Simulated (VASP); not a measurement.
# CdSe (Fm-3m) in VASP: further runs

The runs below take CdSe through single point, relaxation of cell and atoms, with RPBE, revPBE, LDA, PBEsol.

All numbers are computed with VASP 6.6.1; they aren't measurements. Logs are shortened: lines on timing, memory, paths and dates and some standing lists are left out, and cuts for length are marked.

### Step 1. The cell of the first run

It takes space group Fm-3m (No. 225, cubic). The conventional cell has a = 5.748 Å, b = 5.748 Å, c = 5.748 Å, α = 90.00°, β = 90.00°, γ = 90.00°. Cd (site symmetry m-3m) has 6 Se at 2.87 Å within 3.8 Å. Se (site symmetry m-3m) has 6 Cd at 2.87 Å within 3.8 Å.

### Step 2. Single point, RPBE

INCAR

```
SYSTEM = CdSe
PREC = Accurate
ENCUT = 520
EDIFF = 1E-6
ISMEAR = -1
SIGMA = 0.05
LREAL = .FALSE.
LASPH = .TRUE.
NELM = 100
ALGO = Normal
ISIF = 2
LWAVE = .FALSE.
LCHARG = .TRUE.
GGA = RP
LELF = .TRUE.
LVHAR = .TRUE.
NBANDS = 16
```

KPOINTS

```
Automatic mesh
0
G
  8 8 8
  0 0 0
```

POSCAR

```
CdSe
1.0
    0.0000000000      2.8739580000      2.8739580000
    2.8739580000      0.0000000000      2.8739580000
    2.8739580000      2.8739580000      0.0000000000
Cd Se
1 1
Direct
    0.0000000000      0.0000000000      0.0000000000
    0.5000000000      0.5000000000      0.5000000000
```

Potentials or basis: VASP PAW PBE potentials, release 64 (Cd, Se).

Run with:

```console
$ cat potpaw_PBE.64/Cd/POTCAR potpaw_PBE.64/Se/POTCAR > POTCAR
$ mpirun -np 1 vasp_std > vasp.out
```

OUTCAR:

```text
SYSTEM = CdSe
   PREC = Accurate
   ENCUT = 520
   EDIFF = 1E-6
   ISMEAR = -1
   LREAL = .FALSE.
   LASPH = .TRUE.
   NELM = 100
   ISIF = 2
   GGA = RP

 ion  position               nearest neighbor table
   1  0.000  0.000  0.000-   2 2.87   2 2.87   2 2.87   2 2.87   2 2.87   2 2.87
   2  0.500  0.500  0.500-   1 2.87   1 2.87   1 2.87   1 2.87   1 2.87   1 2.87

  LATTYP: Found a face centered cubic cell.
 ALAT       =     5.7479160000

  Lattice vectors:

 A1 = (   0.0000000000,   2.8739580000,   2.8739580000)
 A2 = (   2.8739580000,   0.0000000000,   2.8739580000)
 A3 = (   2.8739580000,   2.8739580000,   0.0000000000)

Analysis of symmetry for initial positions (statically):
=====================================================================
 Subroutine PRICEL returns:
 Original cell was already a primitive cell.

 Routine SETGRP: Setting up the symmetry group for a
 face centered cubic supercell.

 Subroutine GETGRP returns: Found 48 space group operations
 (whereof 48 operations were pure point group operations)
 out of a pool of 48 trial point group operations.

The static configuration has the point symmetry O_h .

Analysis of symmetry for dynamics (positions and initial velocities):
=====================================================================
 Subroutine PRICEL returns:
 Original cell was already a primitive cell.

 Routine SETGRP: Setting up the symmetry group for a
 face centered cubic supercell.

 Subroutine GETGRP returns: Found 48 space group operations
 (whereof 48 operations were pure point group operations)
 out of a pool of 48 trial point group operations.

The dynamic configuration has the point symmetry O_h .

 Subroutine INISYM returns: Found 48 space group operations
 (whereof 48 operations are pure point group operations),
 and found     1 'primitive' translations

----------------------------------------------------------------------------------------

                                     Primitive cell

  volume of cell :      47.4757

  direct lattice vectors                    reciprocal lattice vectors
     0.000000000  2.873958000  2.873958000    -0.173976098  0.173976098  0.173976098
     2.873958000  0.000000000  2.873958000     0.173976098 -0.173976098  0.173976098
     2.873958000  2.873958000  0.000000000     0.173976098  0.173976098 -0.173976098

  length of vectors
     4.064390381  4.064390381  4.064390381     0.301335442  0.301335442  0.301335442

[... 79 lines left out ...]
   NELM   =    100;   NELMIN=  2; NELMDL= -5     # of ELM steps
   EDIFF  = 0.1E-05   stopping-criterion for ELM
   LREAL  =      F    real-space projection
   EDIFFG = 0.1E-04   stopping-criterion for IOM
   NSW    =      0    number of steps for IOM
   IBRION =     -1    ionic relax: 0-MD 1-quasi-New 2-CG
   NFREE  =      0    steps in history (QN), initial steepest desc. (CG)
   ISIF   =      2    stress and relaxation
   ISYM   =      2    0-nonsym 1-usesym 2-fastsym
   POTIM  = 0.5000    time-step for ionic-motion
   TEBEG  =    0.0;   TEEND  =   0.0 temperature during run
   PSTRESS=    0.0 pullay stress
   NELECT =      18.0000    total number of electrons
   NUPDOWN=      -1.0000    fix difference up-down
   EMIN   =  10.00;   EMAX   =-10.00  energy-range for DOS
   EFERMI =   0.00;   METHOD = LEGACY
   ISMEAR =    -1;   SIGMA  =   0.05  broadening in eV -4-tet -1-fermi 0-gaus
   EFERMI_NEDOS =   21; number of points for ismear=-14 and -15
   IALGO  =     38    algorithm
   IMIX   =      4    mixing-type and parameters
     AMIX     =   0.40;   BMIX     =  1.00
     AMIX_MAG =   1.60;   BMIX_MAG =  1.00
  volume/ion in A,a.u.               =      23.74       160.19
  Fermi-wavevector in a.u.,A,eV,Ry     =   1.184882  2.239103 19.101849  1.403946
  Thomas-Fermi vector in A             =   2.321088
   LORBIT       =      0    0 simple, 1 ext, 2 COOP (PROOUT), +10 PAW based schemes
   GGA     = RP    functional components
   LHFCALC =     F    Hartree Fock is set to
   AEXX    =    0.0000 exact exchange contribution
   IVDW    =     0    specifies the selected vdW correction
   LEPSILON=     F    determine dielectric tensor
   LRPA    =     F    only Hartree local field effects (RPA)
 non-spin polarized calculation
  energy-cutoff  :      520.00
  volume of cell :       47.48
 maximum number of plane-waves:      1303
   NGX = 15   NGY = 15   NGZ = 15

 number of electron      18.0000008 magnetization

 Free energy of the ion-electron system (eV)
  ---------------------------------------------------
  ext. energy  EPLUGINS =         0.00000000
  ---------------------------------------------------
  free energy    TOTEN  =        -4.48481736 eV

  energy without entropy =       -4.48243967  energy(sigma->0) =       -4.48362851

 E-fermi :   2.4729     XC(G=0):  -9.8544

 val. band max:        2.3583874932   @ k =  -0.2500   0.1250   0.0000
 cond. band min:       2.5862300065   @ k =   0.0000   0.0000   0.0000
 fundamental gap:      0.2278425134
 Fermi energy:         2.4728990221

 k-point     1 :       0.0000    0.0000    0.0000
  band No.  band energies     occupation
      1     -10.4667      2.00000
      2      -5.5596      2.00000
      3      -5.5596      2.00000
      4      -5.5453      2.00000
      5      -5.5453      2.00000
      6      -5.5453      2.00000
[... 433 lines left out ...]
      3      -5.5918      2.00000
      4      -5.5722      2.00000
      5      -5.4015      2.00000
      6      -5.3382      2.00000
[... 8 lines left out ...]
     15      13.5767      0.00000
     16      16.3007      0.00000

 [... further k-points ...]

------------------------ aborting loop because EDIFF is reached ----------------------------------------

  FORCE on cell =-STRESS in cart. coord.  units (eV):
  Direction    XX          YY          ZZ          XY          YZ          ZX
  --------------------------------------------------------------------------------------
  -------------------------------------------------------------------------------------
  Total        0.6651637      0.6651637      0.6651637      0.0000000      0.0000000      0.0000000
  in kB       22.4474953     22.4474953     22.4474953      0.0000000      0.0000000      0.0000000
  external PRESSURE =      22.4474953 kB  Pullay stress =       0.0000000 kB

 VOLUME and BASIS-vectors are now :
 -----------------------------------------------------------------------------
  energy-cutoff  :      520.00
  volume of cell :       47.48
      direct lattice vectors                 reciprocal lattice vectors
     0.000000000  2.873958000  2.873958000    -0.173976098  0.173976098  0.173976098
     2.873958000  0.000000000  2.873958000     0.173976098 -0.173976098  0.173976098
     2.873958000  2.873958000  0.000000000     0.173976098  0.173976098 -0.173976098

 POSITION                                       TOTAL-FORCE (eV/Angst)
 -----------------------------------------------------------------------------------
      0.00000      0.00000      0.00000        -0.000000     -0.000000     -0.000000
      2.87396      2.87396      2.87396         0.000000      0.000000      0.000000
 -----------------------------------------------------------------------------------
    total drift:                               -0.000000      0.000000      0.000000

  FREE ENERGIE OF THE ION-ELECTRON SYSTEM (eV)
  ---------------------------------------------------
  free  energy   TOTEN  =        -4.4848173566 eV

  energy  without entropy=       -4.4824396675  energy(sigma->0) =       -4.48362851
```

OSZICAR:

```text
N       E                     dE             d eps       ncg     rms          rms(c)
DAV:   1     0.103383933855E+03    0.10338E+03   -0.91857E+03   976   0.103E+03
DAV:   2    -0.127447061083E+01   -0.10466E+03   -0.99348E+02  1096   0.250E+02
DAV:   3    -0.488576270737E+01   -0.36113E+01   -0.36055E+01  1152   0.474E+01
DAV:   4    -0.489670901854E+01   -0.10946E-01   -0.10946E-01  1112   0.260E+00
DAV:   5    -0.489675805382E+01   -0.49035E-04   -0.49035E-04  1192   0.156E-01    0.555E+00
DAV:   6    -0.450680341959E+01    0.38995E+00   -0.56723E-01  1176   0.840E+00    0.466E+00
DAV:   7    -0.448279203374E+01    0.24011E-01   -0.13288E-01  1032   0.257E+00    0.213E+00
DAV:   8    -0.448450769350E+01   -0.17157E-02   -0.13572E-02  1080   0.135E+00    0.243E-01
DAV:   9    -0.448474069281E+01   -0.23300E-03   -0.12372E-03  1128   0.386E-01    0.450E-02
DAV:  10    -0.448479175969E+01   -0.51067E-04   -0.12573E-04  1088   0.143E-01    0.461E-02
DAV:  11    -0.448481697222E+01   -0.25213E-04   -0.41454E-05  1048   0.536E-02    0.154E-02
DAV:  12    -0.448481735658E+01   -0.38436E-06   -0.78036E-07   840   0.859E-03
   1 F= -.44848174E+01 E0= -.44836285E+01  d E =-.237769E-02
```

Wall time 27 s (1 thread of AMD EPYC 7R13, shared host); peak memory 0.15 GiB.

Results:

| Property | Result |
| --- | --- |
| Free energy | -4.4848 eV |
| Pressure | 2.2 GPa |
| Band gap on the k mesh | zero (bands 9 and 10 overlap by 0.33 eV) |

Caveat: semilocal functionals underestimate gaps, so a narrow gap can read as zero; the PAW data sets were made with another functional, which shifts forces and pressure a little.

### Step 3. Single point, revPBE

Changes to INCAR since step 2:

```diff
@@ -8,3 +8,3 @@
 LASPH = .TRUE.
-NELM = 100
+NELM = 80
 ALGO = Normal
@@ -13,3 +13,3 @@
 LCHARG = .TRUE.
-GGA = RP
+GGA = RE
 LELF = .TRUE.
```

KPOINTS is that of step 2.

POSCAR is that of step 2.

Potentials or basis: VASP PAW PBE potentials, release 64 (Cd, Se).

Run with:

```console
$ cat potpaw_PBE.64/Cd/POTCAR potpaw_PBE.64/Se/POTCAR > POTCAR
$ mpirun -np 1 vasp_std > vasp.out
```

OUTCAR:

```text
SYSTEM = CdSe
   PREC = Accurate
   ENCUT = 520
   EDIFF = 1E-6
   ISMEAR = -1
   LREAL = .FALSE.
   LASPH = .TRUE.
   NELM = 80
   ISIF = 2
   GGA = RE

 ion  position               nearest neighbor table
   1  0.000  0.000  0.000-   2 2.87   2 2.87   2 2.87   2 2.87   2 2.87   2 2.87
   2  0.500  0.500  0.500-   1 2.87   1 2.87   1 2.87   1 2.87   1 2.87   1 2.87

  LATTYP: Found a face centered cubic cell.
 ALAT       =     5.7479160000

  Lattice vectors:

 A1 = (   0.0000000000,   2.8739580000,   2.8739580000)
 A2 = (   2.8739580000,   0.0000000000,   2.8739580000)
 A3 = (   2.8739580000,   2.8739580000,   0.0000000000)

Analysis of symmetry for initial positions (statically):
=====================================================================
 Subroutine PRICEL returns:
 Original cell was already a primitive cell.

 Routine SETGRP: Setting up the symmetry group for a
 face centered cubic supercell.

 Subroutine GETGRP returns: Found 48 space group operations
 (whereof 48 operations were pure point group operations)
 out of a pool of 48 trial point group operations.

The static configuration has the point symmetry O_h .
[... 159 lines left out ...]

 E-fermi :   2.4421     XC(G=0):  -9.8947

 val. band max:        2.3290656033   @ k =  -0.2500   0.1250   0.0000
 cond. band min:       2.5200673015   @ k =   0.0000   0.0000   0.0000
 fundamental gap:      0.1910016982
 Fermi energy:         2.4420905898

 k-point     1 :       0.0000    0.0000    0.0000
  band No.  band energies     occupation
      1     -10.5078      2.00000
      2      -5.5864      2.00000
      3      -5.5864      2.00000
      4      -5.5716      2.00000
      5      -5.5716      2.00000
      6      -5.5716      2.00000
[... 433 lines left out ...]
      3      -5.6189      2.00000
      4      -5.5992      2.00000
      5      -5.4272      2.00000
      6      -5.3648      2.00000
[... 8 lines left out ...]
     15      13.5252      0.00000
     16      16.2635      0.00000

 [... further k-points ...]

------------------------ aborting loop because EDIFF is reached ----------------------------------------

  FORCE on cell =-STRESS in cart. coord.  units (eV):
  Direction    XX          YY          ZZ          XY          YZ          ZX
  --------------------------------------------------------------------------------------
  -------------------------------------------------------------------------------------
  Total        0.4821738      0.4821738      0.4821738      0.0000000     -0.0000000     -0.0000000
  in kB       16.2720750     16.2720750     16.2720750      0.0000000     -0.0000000     -0.0000000
  external PRESSURE =      16.2720750 kB  Pullay stress =       0.0000000 kB

 VOLUME and BASIS-vectors are now :
 -----------------------------------------------------------------------------
  energy-cutoff  :      520.00
  volume of cell :       47.48
      direct lattice vectors                 reciprocal lattice vectors
     0.000000000  2.873958000  2.873958000    -0.173976098  0.173976098  0.173976098
     2.873958000  0.000000000  2.873958000     0.173976098 -0.173976098  0.173976098
     2.873958000  2.873958000  0.000000000     0.173976098  0.173976098 -0.173976098

 POSITION                                       TOTAL-FORCE (eV/Angst)
 -----------------------------------------------------------------------------------
      0.00000      0.00000      0.00000         0.000000     -0.000000      0.000000
      2.87396      2.87396      2.87396        -0.000000      0.000000     -0.000000
 -----------------------------------------------------------------------------------
    total drift:                               -0.000000      0.000000      0.000000

  FREE ENERGIE OF THE ION-ELECTRON SYSTEM (eV)
  ---------------------------------------------------
  free  energy   TOTEN  =        -4.5823826254 eV

  energy  without entropy=       -4.5799259979  energy(sigma->0) =       -4.58115431
```

stdout:

```text
POSCAR found type information on POSCAR CdSe
 POSCAR found :  2 types and       2 ions
 scaLAPACK will be used
 -----------------------------------------------------------------------------
|                                                                             |
|                                                                             |
|     You enforced a specific xc type in the INCAR file but a different       |
|     I HOPE YOU KNOW WHAT YOU ARE DOING!                                     |
|                                                                             |
 -----------------------------------------------------------------------------

 LDA part: xc-table for (Slater+PW92), standard interpolation
 POSCAR, INCAR and KPOINTS ok, starting setup
 FFT: planning ... GRIDC
 FFT: planning ... GRID_SOFT
 FFT: planning ... GRID
 WAVECAR not read
 entering main loop
```

It took 27 s on 1 thread of AMD EPYC 7R13, shared host; peak memory 0.15 GiB.

What came out:

```
Free energy            : -4.5824 eV
Pressure               : 1.6 GPa
Band gap on the k mesh : zero (bands 9 and 10 overlap by 0.36 eV)
```

Caveat: semilocal functionals underestimate gaps, so a narrow gap can read as zero; the PAW data sets were made with another functional, which shifts forces and pressure a little.

### Step 4. Single point, RPBE

This run uses another cell than the first one, of 24.56 Å³/atom.

INCAR

```
PREC = Accurate
ENCUT = 520
EDIFF = 1E-6
ISMEAR = -1
SIGMA = 0.05
LREAL = False
LASPH = True
NELM = 100
ALGO = Normal
ISIF = 2
LWAVE = False
LCHARG = False
GGA = RP
NBANDS = 16
```

KPOINTS

```
regular mesh
0
Gamma
  8 8 8
```

POSCAR

```
CdSe
1.0
    0.0000000000      2.9068226978      2.9068226978
    2.9068226978      0.0000000000      2.9068226978
    2.9068226978      2.9068226978      0.0000000000
Cd Se
1 1
Direct
    0.0000000000      0.0000000000      0.0000000000
    0.5000000000      0.5000000000      0.5000000000
```

Run with:

```console
$ cat potpaw_PBE.64/Cd/POTCAR potpaw_PBE.64/Se/POTCAR > POTCAR
$ mpirun -np 1 vasp_std > vasp.out
```

Run time: 30 s. Hardware: 1 thread of AMD EPYC 7R13, shared host; peak memory 0.15 GiB.

It converged, with:

```yaml
Free_energy: -4.4974 eV
Pressure: 0.3 GPa
Band_gap_on_the_k_mesh: zero (bands 9 and 10 overlap by 0.32 eV)
```

Levels at points of the mesh, in eV from the Fermi level:
```tsv
k point	band 6	band 7	band 8	band 9	band 10	band 11	band 12	band 13
(0.00, 0.00, 0.00)	-7.96	-0.64	-0.64	-0.64	0.00	8.55	8.55	8.55
(0.50, 0.00, 0.00)	-7.83	-4.80	-0.15	-0.15	3.06	5.26	5.26	5.65
(0.50, 0.50, 0.00)	-7.35	-3.91	-1.99	-1.99	-0.43	5.49	9.48	10.07
```

Caveat: semilocal functionals underestimate gaps, so a narrow gap can read as zero; the PAW data sets were made with another functional, which shifts forces and pressure a little.

### Step 5. Relaxation of cell and atoms, LDA

INCAR

```
SYSTEM = CdSe
ALGO = Normal
EDIFF = 1E-7
EDIFFG = -0.01
ENCUT = 600
IBRION = 2
ISIF = 3
ISMEAR = -1
LASPH = .True.
LCHARG = .False.
LREAL = .False.
LWAVE = .False.
NELM = 100
NSW = 60
PREC = Accurate
SIGMA = 0.05
```

KPOINTS

```
k-points
0
Gamma
  8 8 8
  0 0 0
```

POSCAR

```
CdSe
1.0
    0.0000000000      2.8739580000      2.8739580000
    2.8739580000      0.0000000000      2.8739580000
    2.8739580000      2.8739580000      0.0000000000
Cd Se
1 1
Direct
    0.0000000000      0.0000000000      0.0000000000
    0.5000000000      0.5000000000      0.5000000000
```

Potentials or basis: VASP PAW LDA potentials, release 64 (Cd, Se).

Run with:

```console
$ cat potpaw_LDA.64/Cd/POTCAR potpaw_LDA.64/Se/POTCAR > POTCAR
$ mpirun -np 1 vasp_std > vasp.out
```

It took 50 s on 1 thread of AMD EPYC 7R13, shared host; peak memory 0.15 GiB.

It converged, with:

```yaml
Free_energy: -6.6018 eV
Relaxed_volume: 21.71 Å³/atom
Relaxed_cell: a = 3.945 Å, b = 3.945 Å, c = 3.945 Å, α = 60.00°, β = 60.00°, γ = 60.00°
Space_group_after_relaxing_to_0.1_Å: Fm-3m (No. 225)
Energy_gained_by_relaxing: 39.0 meV/atom
Ionic_steps: 3
Pressure_after_relaxing: 0.0 GPa
Band_gap_on_the_k_mesh: zero (bands 9 and 10 overlap by 0.67 eV)
```

The path:
```tsv
step	energy change (eV)	largest force (eV/Å)	pressure (GPa)	volume (Å³)
1	0.0000	0.0000	-5.65	47.48
2	-0.0651	0.0000	2.93	41.95
3	-0.0780	0.0000	-0.01	43.42
```

Final structure:
```yaml
crystal:
  lattice:
    - [0.00000, 2.78961, 2.78961]
    - [2.78961, 0.00000, 2.78961]
    - [2.78961, 2.78961, 0.00000]
  atoms:
    - { symbol: Cd, position: [0.00000, 0.00000, 0.00000] }
    - { symbol: Se, position: [0.50000, 0.50000, 0.50000] }
```

Levels at points of the mesh, in eV from the Fermi level:
| k point | band 7 | band 8 | band 9 | band 10 | band 11 | band 12 |
| --- | --- | --- | --- | --- | --- | --- |
| (0.00, 0.00, 0.00) | -0.86 | -0.86 | -0.86 | 0.13 | 8.60 | 8.60 |
| (0.50, 0.00, 0.00) | -5.55 | -0.11 | -0.11 | 2.72 | 5.01 | 5.01 |
| (0.50, 0.50, 0.00) | -4.81 | -2.51 | -2.51 | -0.77 | 5.20 | 10.09 |

Caveat: semilocal functionals underestimate gaps, so a narrow gap can read as zero.

[end of part 1 of 2]
